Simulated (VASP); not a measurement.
Here is a VASP 6.6.1 calculation.

File INCAR:

```
SYSTEM = LiVP2HO8
ALGO = Normal ; EDIFF = 1E-7
ENCUT = 520 ; GGA = PS
ISIF = 2 ; ISMEAR = -1
ISPIN = 2 ; LASPH = .TRUE.
LCHARG = .TRUE. ; LELF = .TRUE.
LMAXMIX = 4 ; LORBIT = 11
LREAL = Auto ; LVHAR = .TRUE.
LWAVE = .FALSE. ; MAGMOM = 0 0 1.5 1.5 0 0 0 0 0 0 0 0 0 0 0 0 0 0 0 0 0 0 0 0 0 0
NBANDS = 98 ; NELM = 150
PREC = Accurate ; SIGMA = 0.05
```

Contents of KPOINTS:

```
k-points
0
G
  2 1 1
  0 0 0
```

POSCAR

```
LiVP2HO8
1.0
    4.8747920000      0.0000000000      0.0000000000
    0.0000000000      8.0124020000      0.0000000000
   -1.9413140000      0.0000000000      7.2247270000
Li V H P O
2 2 2 4 16
Direct
    0.8588144315      0.3711496253      0.3701316327
    0.1136439442      0.8478356428      0.5432869643
    0.2523036750      0.4932852845      0.7568728895
    0.7144891009      0.9909512778      0.2372546395
    0.2856639983      0.5081497409      0.2449642734
    0.7374554134      0.0392641308      0.7623402241
    0.8814157972      0.3407342767      0.0153085369
    0.1043426533      0.8453894350      0.9657112303
    0.3691198976      0.1355273987      0.5028978950
    0.6172850298      0.6382605366      0.4888627626
    0.8780577194      0.5365307432      0.5997735278
    0.7843627973      0.1782736313      0.0683070793
    0.8996132928      0.8339571579      0.1069521381
    0.0121377718      0.4496154836      0.1799652776
    0.1223723267      0.0227522284      0.3858415688
    0.2663670542      0.3056386836      0.5632185133
    0.9889286506      0.9541333548      0.7990059694
    0.0328679056      0.3274299018      0.8548973546
    0.3888884763      0.6598146224      0.6003410233
    0.5307573315      0.0320003914      0.6760532266
    0.2353938783      0.6736182233      0.9299866971
    0.3674325979      0.9342391957      0.0981075133
    0.5069608206      0.5325868572      0.3099079038
    0.6002243691      0.1705106658      0.3973437335
    0.7095414517      0.7994731168      0.4221197562
    0.6058443417      0.4311316382      0.8916461480
```

Potentials or basis: VASP PAW PBE potentials, release 64 (Li_sv, V_sv, H, P, O).

Launch:

```bash
$ cat potpaw_PBE.64/Li_sv/POTCAR potpaw_PBE.64/V_sv/POTCAR potpaw_PBE.64/H/POTCAR potpaw_PBE.64/P/POTCAR potpaw_PBE.64/O/POTCAR > POTCAR
$ mpirun -np 1 vasp_std > vasp.out
```

(1) Predict the largest force.

(2) What does it give for the site moments?

## Answers

(1) 3.260 eV/Å.

(2) Li +0.00, -0.00; V +0.09, +1.17; H +0.00, -0.00; P +0.00, +0.01; O +0.00, -0.01, -0.00, -0.05 μB.

Caveat: the k points lie up to 0.87 Å⁻¹ apart; the PAW data sets were made with another functional, which shifts forces and pressure a little.
